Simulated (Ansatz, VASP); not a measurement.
One calculation of Cu, two programs

```xyz
1
Lattice="-1.4563 1.4563 1.2883 1.4563 -1.4563 1.2883 1.4563 1.4563 -1.2883" Properties=species:S:1:pos:R:3 pbc="T T T"
Cu    0.0000    0.0000    0.0000
```

Alike in both runs: task single point; functional LDA; k mesh 24 × 24 × 24; occupations gaussian, width 0.15 eV; no spin polarisation.

|  | VASP | Ansatz |
| --- | --- | --- |
| version | VASP 6.6.1 | Ansatz 0.2.0 |
| potentials or method | VASP PAW LDA potentials, release 64 (Cu), cutoff 520 eV | scalar-relativistic, plane waves, PAW |
| valence electrons in the cell | 11 | 19 |

Ansatz gave:

| Quantity | Value |
| --- | --- |
| gap on the k mesh at the Fermi level (eV) | none |
| pressure (GPa) | 0.4 |
| traceless stress, the component that is largest in VASP (GPa) | 1.24 |

Q: What did VASP give for the same quantities?

A: gap on the k mesh at the Fermi level (eV): none; pressure (GPa): 1.3; traceless stress, the component that is largest in VASP (GPa): 1.30.

Ansatz warns that its potentials were made for another functional, while VASP's fit it. LDA's correlation is that of Perdew and Zunger in VASP and of Perdew and Wang (1992) in Ansatz. A gap of «none» marks a metal or a gap that the smearing closes. VASP's potentials hold 11 valence electrons a cell and Ansatz's 19, so a difference there can come from the potentials and not from the codes.
